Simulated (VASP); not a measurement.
# Ta (Im-3m) in VASP: a series of runs

Ta is run at these levels: r2SCAN; tasks: single point.

All numbers are computed with VASP 6.6.1; they aren't measurements. Logs are shortened: lines on timing, memory, paths and dates and some standing lists are left out, and cuts for length are marked.

**1. The cell of the first run**

The structure is cubic, space group Im-3m (No. 229). Conventional cell: a = 3.331 Å, b = 3.331 Å, c = 3.331 Å, α = 90.00°, β = 90.00°, γ = 90.00°. Ta (site symmetry m-3m) has 14 Ta at 2.88 to 3.33 Å within 3.8 Å.

**2. Single point, r2SCAN**

POSCAR reads:

```
Ta
1.0
   -1.6653417812      1.6653417812      1.6653417812
    1.6653417812     -1.6653417812      1.6653417812
    1.6653417812      1.6653417812     -1.6653417812
Ta
1
Direct
    0.0000000000      0.0000000000      0.0000000000
```

INCAR.step1 reads:

```
SYSTEM = Ta
ALGO = Normal
EDIFF = 1E-4
ENCUT = 520
GGA = PE
ISMEAR = -1
LASPH = .True.
LCHARG = .False.
LREAL = .False.
LWAVE = .True.
NBANDS = 12
NELM = 80
PREC = Accurate
SIGMA = 0.1
```

INCAR.step2 reads:

```
SYSTEM = Ta
ALGO = Normal
EDIFF = 1E-6
ENCUT = 520
ISIF = 2
ISMEAR = -1
ISTART = 1
LASPH = .True.
LCHARG = .False.
LMIXTAU = .True.
LREAL = .False.
LWAVE = .False.
METAGGA = R2SCAN
NBANDS = 12
NELM = 80
PREC = Accurate
SIGMA = 0.1
```

KPOINTS reads:

```
k-points
0
Gamma
  14 14 14
  0 0 0
```

Potentials or basis: VASP PAW PBE potentials, release 64 (Ta_pv).

Run with:

```
$ cat potpaw_PBE.64/Ta_pv/POTCAR > POTCAR
$ cp INCAR.step1 INCAR
$ mpirun -np 1 vasp_std > vasp.out
$ cp INCAR.step2 INCAR
$ mpirun -np 1 vasp_std > vasp.out
```

OUTCAR:

```text
SYSTEM = Ta
   EDIFF = 1E-6
   ENCUT = 520
   ISIF = 2
   ISMEAR = -1
   ISTART = 1
   LASPH = .True.
   LREAL = .False.
   METAGGA = R2SCAN
   NELM = 80
   PREC = Accurate

 ion  position               nearest neighbor table
   1  0.000  0.000  0.000-

  LATTYP: Found a body centered cubic cell.
 ALAT       =     3.3306835624

  Lattice vectors:

 A1 = (  -1.6653417812,   1.6653417812,   1.6653417812)
 A2 = (   1.6653417812,  -1.6653417812,   1.6653417812)
 A3 = (   1.6653417812,   1.6653417812,  -1.6653417812)

Analysis of symmetry for initial positions (statically):
=====================================================================
 Subroutine PRICEL returns:
 Original cell was already a primitive cell.

 Routine SETGRP: Setting up the symmetry group for a
 body centered cubic supercell.

 Subroutine GETGRP returns: Found 48 space group operations
 (whereof 48 operations were pure point group operations)
 out of a pool of 48 trial point group operations.

The static configuration has the point symmetry O_h .

Analysis of symmetry for dynamics (positions and initial velocities):
=====================================================================
 Subroutine PRICEL returns:
 Original cell was already a primitive cell.

 Routine SETGRP: Setting up the symmetry group for a
 body centered cubic supercell.

 Subroutine GETGRP returns: Found 48 space group operations
 (whereof 48 operations were pure point group operations)
 out of a pool of 48 trial point group operations.

The dynamic configuration has the point symmetry O_h .

 Subroutine INISYM returns: Found 48 space group operations
 (whereof 48 operations are pure point group operations),
 and found     1 'primitive' translations

----------------------------------------------------------------------------------------

                                     Primitive cell

  volume of cell :      18.4744

  direct lattice vectors                    reciprocal lattice vectors
    -1.665341781  1.665341781  1.665341781     0.000000000  0.300238669  0.300238669
     1.665341781 -1.665341781  1.665341781     0.300238669  0.000000000  0.300238669
     1.665341781  1.665341781 -1.665341781     0.300238669  0.300238669  0.000000000

  length of vectors
     2.884456577  2.884456577  2.884456577     0.424601598  0.424601598  0.424601598

  position of ions in fractional coordinates (direct lattice)
     0.000000000  0.000000000  0.000000000

  ion indices of the primitive-cell ions
   primitive index   ion index
                 1           1

----------------------------------------------------------------------------------------

 KPOINTS: k-points

Automatic generation of k-mesh.
 Grid dimensions read from file:
 generate k-points for:   14   14   14

 Generating k-lattice:

  Cartesian coordinates                     Fractional coordinates (reciprocal lattice)
     0.000000000  0.021445619  0.021445619     0.071428571  0.000000000  0.000000000
     0.021445619  0.000000000  0.021445619     0.000000000  0.071428571  0.000000000
     0.021445619  0.021445619  0.000000000     0.000000000  0.000000000  0.071428571

  Length of vectors
     0.030328686  0.030328686  0.030328686

  Shift w.r.t. Gamma in fractional coordinates (k-lattice)
     0.000000000  0.000000000  0.000000000

 Subroutine IBZKPT returns following result:
 ===========================================

 Found    104 irreducible k-points:

 Following reciprocal coordinates:
            Coordinates               Weight
  0.000000  0.000000  0.000000      1.000000
  0.071429  0.000000  0.000000     12.000000
  0.142857  0.000000  0.000000     12.000000
  0.214286  0.000000  0.000000     12.000000
  0.285714  0.000000  0.000000     12.000000
  0.357143  0.000000  0.000000     12.000000
[... 16 lines left out ...]
  0.285714  0.285714  0.000000     24.000000
  0.357143  0.285714  0.000000     24.000000
 [... further k-points ...]
   k-points           NKPTS =    104   k-points in BZ     NKDIM =    104   number of bands    NBANDS=     12
   number of dos      NEDOS =    301   number of ions     NIONS =      1
   total plane-waves  NPLWV =  13824
   dimension x,y,z NGX =    24 NGY =   24 NGZ =   24
   dimension x,y,z NGXF=    48 NGYF=   48 NGZF=   48
   ions per type =               1
   NGX,Y,Z   is equivalent  to a cutoff of  13.83, 13.83, 13.83 a.u.
   NGXF,Y,Z  is equivalent  to a cutoff of  27.66, 27.66, 27.66 a.u.
 SYSTEM =  Ta
   PREC   = accura    normal or accurate (medium, high low for compatibility)
   ISTART =      1    job   : 0-new  1-cont  2-samecut
   ICHARG =      0    charge: 1-file 2-atom 10-const
   ISPIN  =      1    spin polarized calculation?
   LNONCOLLINEAR =      F non collinear calculations
   LSORBIT =      F    spin-orbit coupling
   LASPH  =      T    aspherical Exc in radial PAW
   ENCUT  =  520.0 eV  38.22 Ry    6.18 a.u.   5.36  5.36  5.36*2*pi/ulx,y,z
   NELM   =     80;   NELMIN=  2; NELMDL=  0     # of ELM steps
   EDIFF  = 0.1E-05   stopping-criterion for ELM
   LREAL  =      F    real-space projection
   EDIFFG = 0.1E-04   stopping-criterion for IOM
   NSW    =      0    number of steps for IOM
   IBRION =     -1    ionic relax: 0-MD 1-quasi-New 2-CG
   NFREE  =      0    steps in history (QN), initial steepest desc. (CG)
   ISIF   =      2    stress and relaxation
   ISYM   =      2    0-nonsym 1-usesym 2-fastsym
   POTIM  = 0.5000    time-step for ionic-motion
   TEBEG  =    0.0;   TEEND  =   0.0 temperature during run
   PSTRESS=    0.0 pullay stress
   NELECT =      11.0000    total number of electrons
   NUPDOWN=      -1.0000    fix difference up-down
   EMIN   =  10.00;   EMAX   =-10.00  energy-range for DOS
   EFERMI =   0.00;   METHOD = LEGACY
   ISMEAR =    -1;   SIGMA  =   0.10  broadening in eV -4-tet -1-fermi 0-gaus
   EFERMI_NEDOS =   21; number of points for ismear=-14 and -15
   IALGO  =     38    algorithm
   IMIX   =      4    mixing-type and parameters
     AMIX     =   0.40;   BMIX     =  1.00
     AMIX_MAG =   1.60;   BMIX_MAG =  1.00
  volume/ion in A,a.u.               =      18.47       124.67
  Fermi-wavevector in a.u.,A,eV,Ry     =   1.377259  2.602643 25.808115  1.896843
  Thomas-Fermi vector in A             =   2.502429
   LORBIT       =      0    0 simple, 1 ext, 2 COOP (PROOUT), +10 PAW based schemes
   METAGGA = R2SCAN    functional components
   LHFCALC =     F    Hartree Fock is set to
   AEXX    =    0.0000 exact exchange contribution
   IVDW    =     0    specifies the selected vdW correction
   LEPSILON=     F    determine dielectric tensor
   LRPA    =     F    only Hartree local field effects (RPA)
 non-spin polarized calculation
  energy-cutoff  :      520.00
  volume of cell :       18.47
 maximum number of plane-waves:       531
 NGX is ok and might be reduce to    24
   NGX = 11   NGY = 11   NGZ = 11

 number of electron      11.0000000 magnetization

 Free energy of the ion-electron system (eV)
  ---------------------------------------------------
  ext. energy  EPLUGINS =         0.00000000
  ---------------------------------------------------
  free energy    TOTEN  =       -48.59815020 eV

  energy without entropy =      -48.55945786  energy(sigma->0) =      -48.57880403

 E-fermi :   5.1454     XC(G=0): -13.6241

 val. band max:        5.1397415312   @ k =  -0.2143   0.2143   0.2143
 cond. band min:       5.1523688696   @ k =   0.1429   0.0714   0.0000
 fundamental gap:      0.0126273384
 Fermi energy:         5.1454414439

 k-point     1 :       0.0000    0.0000    0.0000
  band No.  band energies     occupation
      1     -29.2013      2.00000
      2     -29.2013      2.00000
      3     -29.2013      2.00000
      4      -3.1092      2.00000
      5       5.9634      0.00056
      6       5.9634      0.00056
      7       5.9634      0.00056
      8       9.3648      0.00000
      9       9.3648      0.00000
     10      17.1240      0.00000
     11      20.7771      0.00000
     12      20.7771      0.00000

 k-point     2 :       0.0714    0.0000    0.0000
  band No.  band energies     occupation
      1     -29.2624      2.00000
      2     -29.2200      2.00000
      3     -29.2016      2.00000
      4      -2.8787      2.00000
      5       5.8126      0.00253
      6       5.9144      0.00092
      7       6.1871      0.00006
      8       9.1277      0.00000
      9       9.3644      0.00000
     10      17.1239      0.00000
     11      20.9779      0.00000
     12      21.1833      0.00000

 k-point     3 :       0.1429    0.0000    0.0000
  band No.  band energies     occupation
      1     -29.4305      2.00000
      2     -29.2720      2.00000
      3     -29.2025      2.00000
      4      -2.2253      2.00000
      5       5.4180      0.12296
      6       5.6922      0.00840
      7       6.8465      0.00000
      8       8.7383      0.00000
      9       9.3833      0.00000
     10      17.1237      0.00000
     11      21.3840      0.00000
     12      22.3373      0.00000
[... 286 lines left out ...]
 k-point    23 :       0.2857    0.2857    0.0000
  band No.  band energies     occupation
      1     -30.1167      2.00000
      2     -29.8139      2.00000
      3     -29.3366      2.00000
      4       2.3911      2.00000
      5       3.6729      2.00000
      6       4.4621      1.99785
      7       9.2899      0.00000
      8      10.0917      0.00000
      9      15.0630      0.00000
     10      15.2693      0.00000
     11      17.1299      0.00000
     12      19.1208      0.00000

 k-point    24 :       0.3571    0.2857    0.0000
  band No.  band energies     occupation
      1     -30.0730      2.00000
      2     -29.8987      2.00000
      3     -29.3426      2.00000
      4       2.5562      2.00000
      5       3.8108      2.00000
      6       4.3138      1.99951
      7       9.5250      0.00000
      8      10.0898      0.00000
      9      14.4147      0.00000
     10      16.2847      0.00000
     11      17.1285      0.00000
     12      18.1299      0.00000

 [... further k-points ...]

------------------------ aborting loop because EDIFF is reached ----------------------------------------

  FORCE on cell =-STRESS in cart. coord.  units (eV):
  Direction    XX          YY          ZZ          XY          YZ          ZX
  --------------------------------------------------------------------------------------
  -------------------------------------------------------------------------------------
  Total       -0.4628568     -0.4628568     -0.4628568      0.0000000      0.0000000     -0.0000000
  in kB      -40.1408994    -40.1408994    -40.1408994      0.0000000      0.0000000     -0.0000000
  external PRESSURE =     -40.1408994 kB  Pullay stress =       0.0000000 kB

 VOLUME and BASIS-vectors are now :
 -----------------------------------------------------------------------------
  energy-cutoff  :      520.00
  volume of cell :       18.47
      direct lattice vectors                 reciprocal lattice vectors
    -1.665341781  1.665341781  1.665341781     0.000000000  0.300238669  0.300238669
     1.665341781 -1.665341781  1.665341781     0.300238669  0.000000000  0.300238669
     1.665341781  1.665341781 -1.665341781     0.300238669  0.300238669  0.000000000

 POSITION                                       TOTAL-FORCE (eV/Angst)
 -----------------------------------------------------------------------------------
      0.00000      0.00000      0.00000         0.000000      0.000000      0.000000
 -----------------------------------------------------------------------------------
    total drift:                                0.000000      0.000000     -0.000000

  FREE ENERGIE OF THE ION-ELECTRON SYSTEM (eV)
  ---------------------------------------------------
  free  energy   TOTEN  =       -48.5981501967 eV

  energy  without entropy=      -48.5594578554  energy(sigma->0) =      -48.57880403
```

Run time: 83 s. Hardware: 1 thread of Intel Xeon 8259CL, shared host; peak memory 0.16 GiB.

What came out:

```yaml
Free_energy: -48.5982 eV
Pressure: -4.0 GPa
Band_gap_on_the_k_mesh: zero (an odd number of electrons rules out a gap without spin polarisation)
```

Levels at points of the mesh, in eV from the Fermi level:
| k point | band 3 | band 4 | band 5 | band 6 | band 7 | band 8 |
| --- | --- | --- | --- | --- | --- | --- |
| (0.00, 0.00, 0.00) | -34.35 | -8.25 | 0.82 | 0.82 | 0.82 | 4.22 |
| (0.50, 0.00, 0.00) | -34.35 | -4.47 | -1.51 | 1.33 | 4.07 | 5.11 |
| (0.50, 0.50, 0.50) | -35.14 | -3.81 | -3.81 | 6.89 | 6.89 | 6.89 |

Caveat: the cell stands under tension; the PAW data sets were made with another functional, which shifts forces and pressure a little; spin-orbit coupling is left out, which moves the levels of the heavy elements.

**3. Single point, r2SCAN**

POSCAR is that of step 2.

INCAR.step1 reads:

```
  PREC = Accurate
  ENCUT = 520
  ISMEAR = -1
  SIGMA = 0.1
  LREAL = F
  LASPH = T
  NELM = 100
  NBANDS = 12
  GGA = PE
  ALGO = Normal
  EDIFF = 1E-4
  LWAVE = T
  LCHARG = F
```

INCAR.step2 reads:

```
  PREC = Accurate
  ENCUT = 520
  EDIFF = 1E-6
  ISMEAR = -1
  SIGMA = 0.1
  LREAL = F
  LASPH = T
  NELM = 100
  ALGO = Normal
  ISIF = 2
  LWAVE = F
  LCHARG = F
  METAGGA = R2SCAN
  LMIXTAU = T
  NBANDS = 12
  ISTART = 1
```

KPOINTS reads:

```
Automatic mesh
0
Gamma
  14 14 14
```

Potentials or basis: VASP PAW PBE potentials, release 64 (Ta_pv).

Run with:

```
$ cat potpaw_PBE.64/Ta_pv/POTCAR > POTCAR
$ cp INCAR.step1 INCAR
$ mpirun -np 1 vasp_std > vasp.out
$ cp INCAR.step2 INCAR
$ mpirun -np 1 vasp_std > vasp.out
```

It took 83 s on 1 thread of Intel Xeon 8259CL, shared host; peak memory 0.16 GiB.

Results (log left out):

- Free energy: -48.5982 eV
- Pressure: -4.0 GPa
- Band gap on the k mesh: zero (an odd number of electrons rules out a gap without spin polarisation)

Levels at points of the mesh, in eV from the Fermi level:
```
           k point  band 3  band 4  band 5  band 6  band 7  band 8
(0.00, 0.00, 0.00)  -34.35   -8.25    0.82    0.82    0.82    4.22
(0.50, 0.00, 0.00)  -34.35   -4.47   -1.51    1.33    4.07    5.11
(0.50, 0.50, 0.50)  -35.14   -3.81   -3.81    6.89    6.89    6.89
```

Caveat: the cell stands under tension; the PAW data sets were made with another functional, which shifts forces and pressure a little; spin-orbit coupling is left out, which moves the levels of the heavy elements.
